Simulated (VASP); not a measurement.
# LuBr (P6_3mc) in VASP: further runs, part 2 of 2

VASP 6.6.1. The steps go on from the part before.

**3. Single point, PBE**

Contents of INCAR:

```
SYSTEM = LuBr
PREC = Accurate ; ENCUT = 520
EDIFF = 1E-6 ; ISMEAR = 1
SIGMA = 0.025 ; LREAL = .FALSE.
LASPH = .TRUE. ; NELM = 60
ALGO = Normal ; ISIF = 2
LWAVE = .FALSE. ; LCHARG = .TRUE.
GGA = PE ; LELF = .TRUE.
LVHAR = .TRUE. ; NBANDS = 40
```

Contents of KPOINTS:

```
regular mesh
0
G
  7 7 3
  0 0 0
```

Contents of POSCAR:

```
LuBr
1.0
    3.6068742112      0.0000000000      0.0000000000
   -1.8034371056      3.1236446952      0.0000000000
    0.0000000000      0.0000000000      9.8717490000
Lu Br
2 2
Direct
    0.6666666667      0.3333333333      0.8309900000
    0.3333333333      0.6666666667      0.3309900000
    0.6666666667      0.3333333333      0.5440110000
    0.3333333333      0.6666666667      0.0440110000
```

Potentials or basis: VASP PAW PBE potentials, release 64 (Lu, Br).

The run is started by

```console
cat potpaw_PBE.64/Lu/POTCAR potpaw_PBE.64/Br/POTCAR > POTCAR
mpirun -np 1 vasp_std > vasp.out
```

OUTCAR:

```text
SYSTEM = LuBr
   PREC = Accurate
   ENCUT = 520
   EDIFF = 1E-6
   ISMEAR = 1
   LREAL = .FALSE.
   LASPH = .TRUE.
   NELM = 60
   ISIF = 2
   GGA = PE

 ion  position               nearest neighbor table
   1  0.667  0.333  0.831-   3 2.83   4 2.96   4 2.96   4 2.96
   2  0.333  0.667  0.331-   4 2.83   3 2.96   3 2.96   3 2.96
   3  0.667  0.333  0.544-   1 2.83   2 2.96   2 2.96   2 2.96
   4  0.333  0.667  0.044-   2 2.83   1 2.96   1 2.96   1 2.96

  LATTYP: Found a hexagonal cell.
 ALAT       =     3.6068742112
 C/A-ratio  =     2.7369263307

  Lattice vectors:

 A1 = (   3.6068742112,   0.0000000000,   0.0000000000)
 A2 = (  -1.8034371056,   3.1236446952,   0.0000000000)
 A3 = (   0.0000000000,   0.0000000000,   9.8717490000)

Analysis of symmetry for initial positions (statically):
=====================================================================
 Subroutine PRICEL returns:
 Original cell was already a primitive cell.

 Routine SETGRP: Setting up the symmetry group for a
 hexagonal supercell.

 Subroutine GETGRP returns: Found 12 space group operations
 (whereof  6 operations were pure point group operations)
 out of a pool of 24 trial point group operations.

The static configuration has the point symmetry C_3v.
 The point group associated with its full space group is C_6v.

Analysis of symmetry for dynamics (positions and initial velocities):
=====================================================================
 Subroutine PRICEL returns:
 Original cell was already a primitive cell.

 Routine SETGRP: Setting up the symmetry group for a
 hexagonal supercell.

 Subroutine GETGRP returns: Found 12 space group operations
 (whereof  6 operations were pure point group operations)
 out of a pool of 24 trial point group operations.

The dynamic configuration has the point symmetry C_3v.
 The point group associated with its full space group is C_6v.

 Subroutine INISYM returns: Found 12 space group operations
 (whereof  6 operations are pure point group operations),
 and found     1 'primitive' translations

----------------------------------------------------------------------------------------

                                     Primitive cell

  volume of cell :     111.2210

  direct lattice vectors                    reciprocal lattice vectors
     3.606874211  0.000000000  0.000000000     0.277248371  0.160069422  0.000000000
    -1.803437106  3.123644695  0.000000000     0.000000000  0.320138843  0.000000000
     0.000000000  0.000000000  9.871749000     0.000000000  0.000000000  0.101299172

  length of vectors
     3.606874211  3.606874211  9.871749000     0.320138843  0.320138843  0.101299172

  position of ions in fractional coordinates (direct lattice)
     0.666666667  0.333333333  0.830990000
     0.333333333  0.666666667  0.330990000
     0.666666667  0.333333333  0.544011000
     0.333333333  0.666666667  0.044011000

  ion indices of the primitive-cell ions
   primitive index   ion index
                 1           1
                 2           2
                 3           3
                 4           4

----------------------------------------------------------------------------------------

 KPOINTS: regular mesh

Automatic generation of k-mesh.
 Grid dimensions read from file:
 generate k-points for:    7    7    3

 Generating k-lattice:

  Cartesian coordinates                     Fractional coordinates (reciprocal lattice)
     0.039606910  0.022867060  0.000000000     0.142857143 -0.000000000  0.000000000
     0.000000000  0.045734120  0.000000000     0.000000000  0.142857143  0.000000000
     0.000000000  0.000000000  0.033766391     0.000000000  0.000000000  0.333333333

  Length of vectors
     0.045734120  0.045734120  0.033766391

  Shift w.r.t. Gamma in fractional coordinates (k-lattice)
     0.000000000  0.000000000  0.000000000

 Subroutine IBZKPT returns following result:
 ===========================================

 Found     16 irreducible k-points:

 Following reciprocal coordinates:
            Coordinates               Weight
  0.000000  0.000000  0.000000      1.000000
  0.142857  0.000000  0.000000      6.000000
  0.285714  0.000000  0.000000      6.000000
  0.428571 -0.000000  0.000000      6.000000
  0.142857  0.142857  0.000000      6.000000
  0.285714  0.142857  0.000000     12.000000
[... 8 lines left out ...]
  0.428571  0.142857  0.333333     12.000000
  0.285714  0.285714  0.333333     12.000000
   k-points           NKPTS =     16   k-points in BZ     NKDIM =     16   number of bands    NBANDS=     40
   number of dos      NEDOS =    301   number of ions     NIONS =      4
   total plane-waves  NPLWV =  62720
   dimension x,y,z NGX =    28 NGY =   28 NGZ =   80
   dimension x,y,z NGXF=    56 NGYF=   56 NGZF=  160
   ions per type =               2   2
   NGX,Y,Z   is equivalent  to a cutoff of  12.91, 12.91, 13.47 a.u.
   NGXF,Y,Z  is equivalent  to a cutoff of  25.81, 25.81, 26.94 a.u.
 SYSTEM =  LuBr
   PREC   = accura    normal or accurate (medium, high low for compatibility)
   ISTART =      0    job   : 0-new  1-cont  2-samecut
   ICHARG =      2    charge: 1-file 2-atom 10-const
   ISPIN  =      1    spin polarized calculation?
   LNONCOLLINEAR =      F non collinear calculations
   LSORBIT =      F    spin-orbit coupling
   LASPH  =      T    aspherical Exc in radial PAW
   ENCUT  =  520.0 eV  38.22 Ry    6.18 a.u.   6.71  6.71 18.35*2*pi/ulx,y,z
   NELM   =     60;   NELMIN=  2; NELMDL= -5     # of ELM steps
   EDIFF  = 0.1E-05   stopping-criterion for ELM
   LREAL  =      F    real-space projection
   EDIFFG = 0.1E-04   stopping-criterion for IOM
   NSW    =      0    number of steps for IOM
   IBRION =     -1    ionic relax: 0-MD 1-quasi-New 2-CG
   NFREE  =      0    steps in history (QN), initial steepest desc. (CG)
   ISIF   =      2    stress and relaxation
   ISYM   =      2    0-nonsym 1-usesym 2-fastsym
   POTIM  = 0.5000    time-step for ionic-motion
   TEBEG  =    0.0;   TEEND  =   0.0 temperature during run
   PSTRESS=    0.0 pullay stress
   NELECT =      64.0000    total number of electrons
   NUPDOWN=      -1.0000    fix difference up-down
   EMIN   =  10.00;   EMAX   =-10.00  energy-range for DOS
   EFERMI =   0.00;   METHOD = LEGACY
   ISMEAR =     1;   SIGMA  =   0.03  broadening in eV -4-tet -1-fermi 0-gaus
   EFERMI_NEDOS =   21; number of points for ismear=-14 and -15
   IALGO  =     38    algorithm
   IMIX   =      4    mixing-type and parameters
     AMIX     =   0.40;   BMIX     =  1.00
     AMIX_MAG =   1.60;   BMIX_MAG =  1.00
  volume/ion in A,a.u.               =      27.81       187.64
  Fermi-wavevector in a.u.,A,eV,Ry     =   1.361672  2.573187 25.227259  1.854151
  Thomas-Fermi vector in A             =   2.488228
   LORBIT       =      0    0 simple, 1 ext, 2 COOP (PROOUT), +10 PAW based schemes
   GGA     = PE    functional components
   LHFCALC =     F    Hartree Fock is set to
   AEXX    =    0.0000 exact exchange contribution
   IVDW    =     0    specifies the selected vdW correction
   LEPSILON=     F    determine dielectric tensor
   LRPA    =     F    only Hartree local field effects (RPA)
 non-spin polarized calculation
 Methfessel and Paxton  Order N= 1 SIGMA  =   0.03
  energy-cutoff  :      520.00
  volume of cell :      111.22
 maximum number of plane-waves:      3049
 NGX is ok and might be reduce to    28
   NGX = 13   NGY = 13   NGZ = 37

 number of electron      64.0000000 magnetization

 Free energy of the ion-electron system (eV)
  ---------------------------------------------------
  ext. energy  EPLUGINS =         0.00000000
  ---------------------------------------------------
  free energy    TOTEN  =       -15.88448369 eV

  energy without entropy =      -15.88390798  energy(sigma->0) =      -15.88429178

 E-fermi :   3.8631     XC(G=0):  -9.8825

 val. band max:        3.6793264557   @ k =   0.2857   0.2857   0.3333
 cond. band min:       3.8631478044   @ k =   0.2857   0.1429   0.0000
 fundamental gap:      0.1838213487
 Fermi energy:         3.8631478044

 k-point     1 :       0.0000    0.0000    0.0000
  band No.  band energies     occupation
      1     -53.4822      2.00000
      2     -53.4822      2.00000
      3     -24.3127      2.00000
      4     -24.2916      2.00000
      5     -23.9519      2.00000
      6     -23.9519      2.00000
[... 32 lines left out ...]
     39       6.7375      0.00000
[... 644 lines left out ...]
     39       7.6338      0.00000
     40       8.0719      0.00000

------------------------ aborting loop because EDIFF is reached ----------------------------------------

  FORCE on cell =-STRESS in cart. coord.  units (eV):
  Direction    XX          YY          ZZ          XY          YZ          ZX
  --------------------------------------------------------------------------------------
  -------------------------------------------------------------------------------------
  Total        0.0092475      0.0092475      0.3574735      0.0000000      0.0000000      0.0000000
  in kB        0.1332133      0.1332133      5.1495311      0.0000000      0.0000000      0.0000000
  external PRESSURE =       1.8053192 kB  Pullay stress =       0.0000000 kB

 VOLUME and BASIS-vectors are now :
 -----------------------------------------------------------------------------
  energy-cutoff  :      520.00
  volume of cell :      111.22
      direct lattice vectors                 reciprocal lattice vectors
     3.606874211  0.000000000  0.000000000     0.277248371  0.160069422  0.000000000
    -1.803437106  3.123644695  0.000000000     0.000000000  0.320138843  0.000000000
     0.000000000  0.000000000  9.871749000     0.000000000  0.000000000  0.101299172

 POSITION                                       TOTAL-FORCE (eV/Angst)
 -----------------------------------------------------------------------------------
      1.80344      1.04121      8.20332         0.000000      0.000000      0.006478
     -0.00000      2.08243      3.26745        -0.000000     -0.000000      0.006478
      1.80344      1.04121      5.37034         0.000000      0.000000     -0.006478
     -0.00000      2.08243      0.43447        -0.000000     -0.000000     -0.006478
 -----------------------------------------------------------------------------------
    total drift:                                0.000000      0.000000     -0.001089

  FREE ENERGIE OF THE ION-ELECTRON SYSTEM (eV)
  ---------------------------------------------------
  free  energy   TOTEN  =       -15.8844836859 eV

  energy  without entropy=      -15.8839079823  energy(sigma->0) =      -15.88429178
```

OSZICAR:

```text
N       E                     dE             d eps       ncg     rms          rms(c)
DAV:   1     0.503007822565E+03    0.50301E+03   -0.24861E+04  1880   0.495E+03
DAV:   2     0.609569140099E+02   -0.44205E+03   -0.42030E+03  1544   0.772E+02
DAV:   3    -0.701876173849E+01   -0.67976E+02   -0.65428E+02  1512   0.163E+02
DAV:   4    -0.156337756653E+02   -0.86150E+01   -0.84883E+01  2144   0.466E+01
DAV:   5    -0.160372195586E+02   -0.40344E+00   -0.40282E+00  1912   0.880E+00    0.761E+00
DAV:   6    -0.159235335942E+02    0.11369E+00   -0.38042E-01  2248   0.123E+01    0.410E+00
DAV:   7    -0.158829103998E+02    0.40623E-01   -0.24550E-01  1952   0.501E+00    0.622E-01
DAV:   8    -0.158838113092E+02   -0.90091E-03   -0.40436E-02  1880   0.310E+00    0.238E-01
DAV:   9    -0.158842441862E+02   -0.43288E-03   -0.47330E-03  1864   0.475E-01    0.151E-01
DAV:  10    -0.158844475747E+02   -0.20339E-03   -0.48993E-04  1904   0.191E-01    0.408E-02
DAV:  11    -0.158844812283E+02   -0.33654E-04   -0.67699E-05  2000   0.953E-02    0.100E-02
DAV:  12    -0.158844838531E+02   -0.26248E-05   -0.14207E-05  1968   0.546E-02    0.462E-03
DAV:  13    -0.158844836859E+02    0.16719E-06   -0.20333E-06  1168   0.272E-02
   1 F= -.15884484E+02 E0= -.15884292E+02  d E =-.575704E-03
```

It took 2.1 min on 1 thread of AMD EPYC 7R43 (Zen 3), shared host; peak memory 0.23 GiB.

What came out:

* Free energy: -15.8845 eV
* Pressure: 0.2 GPa
* Largest force: 0.006 eV/Å
* Band gap on the k mesh: zero (band 32 reaches 4.00 eV, above the bottom of band 33 at 3.86 eV)

Forces in eV/Å, atoms in the order of the input:
```
Lu   0.000  0.000  0.006
Lu   0.000  0.000  0.006
Br   0.000  0.000 -0.006
Br   0.000  0.000 -0.006
```

Stress tensor (GPa, compression positive):
```
0.01 0.00 0.00
0.00 0.01 0.00
0.00 0.00 0.51
```

Caveat: spin-orbit coupling is left out, which moves the levels of the heavy elements.

**4. Single point, PBE**

Contents of INCAR:

```
SYSTEM = LuBr
  PREC = Accurate
  ENCUT = 520
  EDIFF = 1E-7
  ISMEAR = 1
  SIGMA = 0.01
  LREAL = .False.
  LASPH = .True.
  NELM = 60
  ALGO = Normal
  ISIF = 2
  LWAVE = .False.
  LCHARG = .False.
  GGA = PE
  NBANDS = 40
```

Contents of KPOINTS:

```
regular mesh
0
Gamma
  7 7 3
  0 0 0
```

POSCAR is that of step 3.

The run is started by

```console
cat potpaw_PBE.64/Lu/POTCAR potpaw_PBE.64/Br/POTCAR > POTCAR
mpirun -np 1 vasp_std > vasp.out
```

It took 2.1 min on 1 thread of AMD EPYC 7R43 (Zen 3), shared host; peak memory 0.23 GiB.

The run converged. Its results:

```
Free energy            : -15.8841 eV
Pressure               : 0.2 GPa
Largest force          : 0.006 eV/Å
Band gap on the k mesh : zero (band 32 reaches 4.00 eV, above the bottom of band 33 at 3.86 eV)
```

Forces in eV/Å, atoms in the order of the input:
```
Lu   0.000  0.000  0.006
Lu   0.000  0.000  0.006
Br   0.000  0.000 -0.006
Br   0.000  0.000 -0.006
```

Stress tensor (GPa, compression positive):
```
0.07 0.00 0.00
0.00 0.07 0.00
0.00 0.00 0.57
```

Levels at points of the mesh, in eV from the Fermi level:
| k point | band 30 | band 31 | band 32 | band 33 | band 34 | band 35 |
| --- | --- | --- | --- | --- | --- | --- |
| (0.00, 0.00, 0.00) | -3.52 | -3.40 | -1.80 | 1.65 | 1.65 | 1.79 |

Caveat: spin-orbit coupling is left out, which moves the levels of the heavy elements.

**5. Single point, PBE**

Contents of INCAR:

```
SYSTEM = LuBr
  PREC = Accurate
  ENCUT = 520
  EDIFF = 1E-7
  ISMEAR = 1
  SIGMA = 0.005
  LREAL = .False.
  LASPH = .True.
  NELM = 60
  ALGO = Normal
  ISIF = 2
  LWAVE = .False.
  LCHARG = .True.
  GGA = PE
  LELF = .True.
  LVHAR = .True.
  NBANDS = 40
```

KPOINTS is that of step 4.

POSCAR is that of step 4.

The run is started by

```console
cat potpaw_PBE.64/Lu/POTCAR potpaw_PBE.64/Br/POTCAR > POTCAR
mpirun -np 1 vasp_std > vasp.out
```

Wall time 2.7 min (1 thread of AMD EPYC 7R43 (Zen 3), shared host); peak memory 0.23 GiB.

The run converged. Its results:

| Property | Result |
| --- | --- |
| Free energy | -15.8840 eV |
| Pressure | 0.2 GPa |
| Largest force | 0.006 eV/Å |
| Band gap on the k mesh | zero (band 32 reaches 4.00 eV, above the bottom of band 33 at 3.86 eV) |

Forces on the atoms (eV/Å):
```
Lu   0.000  0.000  0.006
Lu   0.000  0.000  0.006
Br   0.000  0.000 -0.006
Br   0.000  0.000 -0.006
```

Stress tensor (GPa, compression positive):
```
0.07 0.00 0.00
0.00 0.07 0.00
0.00 0.00 0.57
```

Levels at points of the mesh, in eV from the Fermi level:
| k point | band 30 | band 31 | band 32 | band 33 | band 34 | band 35 |
| --- | --- | --- | --- | --- | --- | --- |
| (0.00, 0.00, 0.00) | -3.52 | -3.40 | -1.80 | 1.65 | 1.65 | 1.79 |

Caveat: spin-orbit coupling is left out, which moves the levels of the heavy elements.

**6. Single point, r2SCAN**

This run uses another cell than the first one, of 19.64 Å³/atom, 0.706 times its volume.

Contents of POSCAR:

```
LuBr
1.0
    3.1700748634      0.0000000000      0.0000000000
   -1.5850374317      2.7453653636      0.0000000000
    0.0000000000      0.0000000000      9.0258687190
Lu Br
2 2
Direct
    0.6666666667      0.3333333333      0.8287145431
    0.3333333333      0.6666666667      0.3287145431
    0.6666666667      0.3333333333      0.5462864569
    0.3333333333      0.6666666667      0.0462864569
```

Contents of INCAR.step1:

```
  PREC = Accurate
  ENCUT = 520
  ISMEAR = -1
  SIGMA = 0.05
  LREAL = F
  LASPH = T
  NELM = 100
  NBANDS = 40
  GGA = PE
  ALGO = Normal
  EDIFF = 1E-4
  LWAVE = T
  LCHARG = F
```

Contents of INCAR.step2:

```
  PREC = Accurate
  ENCUT = 520
  EDIFF = 1E-7
  ISMEAR = -1
  SIGMA = 0.05
  LREAL = F
  LASPH = T
  NELM = 100
  ALGO = Normal
  ISIF = 2
  LWAVE = F
  LCHARG = T
  METAGGA = R2SCAN
  LMIXTAU = T
  LELF = T
  LVHAR = T
  NBANDS = 40
  ISTART = 1
```

Contents of KPOINTS:

```
regular mesh
0
Gamma
  9 9 3
```

Potentials or basis: VASP PAW PBE potentials, release 64 (Lu, Br).

The run is started by

```console
cat potpaw_PBE.64/Lu/POTCAR potpaw_PBE.64/Br/POTCAR > POTCAR
cp INCAR.step1 INCAR
mpirun -np 1 vasp_std > vasp.out
cp INCAR.step2 INCAR
mpirun -np 1 vasp_std > vasp.out
```

Run time: 5 min. Hardware: 1 thread of Intel Xeon Platinum 8259CL at 2.50GHz (Skylake/Cascade Lake), shared host; peak memory 0.25 GiB.

The run converged. Its results:

- Free energy: -104.5581 eV
- Pressure: 30.7 GPa
- Largest force: 0.041 eV/Å
- Band gap on the k mesh: 0.07 eV, indirect (least direct gap 0.43 eV)

Forces on the atoms (eV/Å):
```
Lu   0.000  0.000 -0.041
Lu   0.000  0.000 -0.041
Br   0.000  0.000  0.041
Br   0.000  0.000  0.041
```

Stress tensor (GPa, compression positive):
```
30.53  0.00  0.00
 0.00 30.53  0.00
 0.00  0.00 31.06
```

Levels at points of the mesh, in eV from the valence-band top:
| k point | band 30 | band 31 | band 32 | band 33 | band 34 | band 35 |
| --- | --- | --- | --- | --- | --- | --- |
| (0.00, 0.00, 0.00) | -3.00 | -3.00 | -2.42 | 2.33 | 2.33 | 2.57 |

Caveat: the PAW data sets were made with another functional, which shifts forces and pressure a little; spin-orbit coupling is left out, which moves the levels of the heavy elements. A k mesh can miss the band edges.

**7. The runs side by side**

| level | cell | k mesh | smearing | gap on the mesh (eV) | pressure (GPa) | largest force (eV/Å) |
| --- | --- | --- | --- | --- | --- | --- |
| PBE | a = 3.607, b = 3.607, c = 9.872 Å, angles 90.0, 90.0, 120.0°, 4 atoms | 7 × 7 × 3 | methfessel-paxton 0.05 eV | none | 0.2 | 0.01 |
| PBE | a = 3.607, b = 3.607, c = 9.872 Å, angles 90.0, 90.0, 120.0°, 4 atoms | 7 × 7 × 3 | methfessel-paxton 0.025 eV | none | 0.2 | 0.01 |
| PBE | a = 3.607, b = 3.607, c = 9.872 Å, angles 90.0, 90.0, 120.0°, 4 atoms | 7 × 7 × 3 | methfessel-paxton 0.01 eV | none | 0.2 | 0.01 |
| PBE | a = 3.607, b = 3.607, c = 9.872 Å, angles 90.0, 90.0, 120.0°, 4 atoms | 7 × 7 × 3 | methfessel-paxton 0.005 eV | none | 0.2 | 0.01 |
| r2SCAN | a = 3.170, b = 3.170, c = 9.026 Å, angles 90.0, 90.0, 120.0°, 4 atoms | 9 × 9 × 3 | fermi-dirac 0.05 eV | 0.07 | 30.7 | 0.04 |

Alike in all rows: task single point; potentials or basis VASP PAW PBE potentials, release 64 (Lu, Br); no spin polarisation; cutoff (eV) 520.

Every run on the cell as given and a fine mesh finds a metal.

Caveats: spin-orbit coupling is left out, which moves the levels of the heavy elements; the PAW data sets were made with another functional, which shifts forces and pressure a little (some runs).

Absolute energies hang on the potentials; compare differences alone.
